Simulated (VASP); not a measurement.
Wanted: the native input for a VASP 6.6.1 run.

| Property | Result |
| --- | --- |
| Task | single point |
| Functional | PBEsol |
| Potentials or basis | VASP PAW PBE potentials, release 64 (C, H, O) |
| Cutoff | 520 eV |
| k mesh | 2 × 2 × 1 |
| Occupations | fermi-dirac, width 0.05 eV |
| Spin | collinear spin, zero start |
| Starting moments | [0.0, 0.0, 0.0, 0.0, 0.0, 0.0, 0.0, 0.0, 0.0, 0.0, 0.0, 0.0, 0.0, 0.0, 0.0, 0.0, 0.0, 0.0, 0.0, 0.0, 0.0] μB |
| Dipole correction | no |
| Further INCAR settings | LREAL = Auto; ALGO = Normal; EDIFF = 1e-07; NBANDS = 62 |

The structure of HC19O lies in POSCAR:

```
HC19O
1.0
    7.3980000000      0.0000000000      0.0000000000
   -3.6990000000      6.4068560000      0.0000000000
    0.0000000000      0.0000000000     11.0000000000
C H O
19 1 1
Direct
    0.0026385241      0.0178728849      0.0702694545
    0.2246440966      0.1284385040      0.0747070000
    0.0032158872      0.3519178518      0.0773729091
    0.2252338728      0.4629421982      0.0770690000
    0.0027227871      0.6853942090      0.0702495455
    0.2246123082      0.7966871739      0.0747139091
    0.3316409468      0.0161161730      0.0800402727
    0.5585483632      0.1296033499      0.1102303636
    0.3362810781      0.3519365817      0.0772363636
    0.5597785703      0.4635812011      0.0748454545
    0.3362702842      0.6849863646      0.0773052727
    0.5597712606      0.7968020508      0.0749356364
    0.6720754332      0.0160684117      0.0804820000
    0.8914185921      0.1284197741      0.0749971818
    0.6721046704      0.3565926876      0.0802214545
    0.8915147932      0.4635813572      0.0748311818
    0.6702963890      0.6855092420      0.0702895455
    0.8919226731      0.7962524833      0.0694209091
    0.3263556637      0.2182855366      0.3633893636
    0.5567162677      0.1303492696      0.2130562727
    0.2088298085      0.2528107390      0.4079732727
```

The input as run:

INCAR

```
PREC = Accurate
ENCUT = 520
EDIFF = 1E-7
ISMEAR = -1
SIGMA = 0.05
LREAL = Auto
LASPH = True
NELM = 150
ALGO = Normal
ISIF = 2
LWAVE = False
LCHARG = False
ISPIN = 2
MAGMOM = 0 0 0 0 0 0 0 0 0 0 0 0 0 0 0 0 0 0 0 0 0
LORBIT = 11
GGA = PS
NBANDS = 62
```

KPOINTS

```
Automatic mesh
0
Gamma
  2 2 1
```

Potentials or basis: VASP PAW PBE potentials, release 64 (C, H, O).

Command:

```bash
$ cat potpaw_PBE.64/C/POTCAR potpaw_PBE.64/H/POTCAR potpaw_PBE.64/O/POTCAR > POTCAR
$ mpirun -np 1 vasp_std > vasp.out
```

Results of the run:

```yaml
Largest_force: 1.041 eV/Å
Net_moment: 0.00 μB per cell
Valence_electrons_inside_the_program's_atomic_spheres: C 2.65, 2.63, 2.64, 2.62, 2.49 (each value once); H 0.63; O 5.17
```

Caveat: the k points lie up to 0.49 Å⁻¹ apart; the PAW data sets were made with another functional, which shifts forces and pressure a little.

It took 7.9 min on 1 thread of Intel(R) Xeon(R) Platinum 8488C (Sapphire Rapids), with other jobs on the host, peak memory 0.84 GiB.
